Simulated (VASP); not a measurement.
Crystal: TiSn3O8.

```
Ti Sn O
1.0
     3.37566   -3.38170    0.00000
     3.37566    3.38170    0.00000
     0.00000    0.00000    6.36027
Ti Sn O
1 3 8
Direct
  0.00000 0.00000 0.50000
  0.50000 0.50000 0.74529
  0.50000 0.50000 0.25471
  0.00000 0.00000 0.00000
  0.30618 0.30618 0.00000
  0.29697 0.29697 0.50000
  0.18961 0.81039 0.73836
  0.18961 0.81039 0.26164
  0.81039 0.18961 0.73836
  0.81039 0.18961 0.26164
  0.69382 0.69382 0.00000
  0.70303 0.70303 0.50000
```

Base run:

* Program: VASP 6.6.1
* Functional: PBEsol
* Potentials or basis: VASP PAW PBE potentials, release 64 (Ti_sv, Sn_d, O)
* Cutoff: 520 eV
* k mesh: 6 × 6 × 4
* Occupations: gaussian, width 0.02 eV
* Spin: no spin polarisation

Its results: band gap on the k mesh 1.66 eV, indirect (least direct gap 1.76 eV); pressure -5.4 GPa; largest force 0.057 eV/Å.

Q: The run is repeated on the same cell with these changes: functional from PBEsol to PBE. What comes out?

A: Band gap on the k mesh 1.73 eV, indirect (least direct gap 1.85 eV); pressure 0.6 GPa; largest force 0.037 eV/Å.

PBE binds less tightly than PBEsol, so the same cell stands under more pressure.

Caveats: spin-orbit coupling is left out, which moves the levels of the heavy elements; the PAW data sets were made with another functional, which shifts forces and pressure a little (some runs).

A k mesh can miss the band edges.
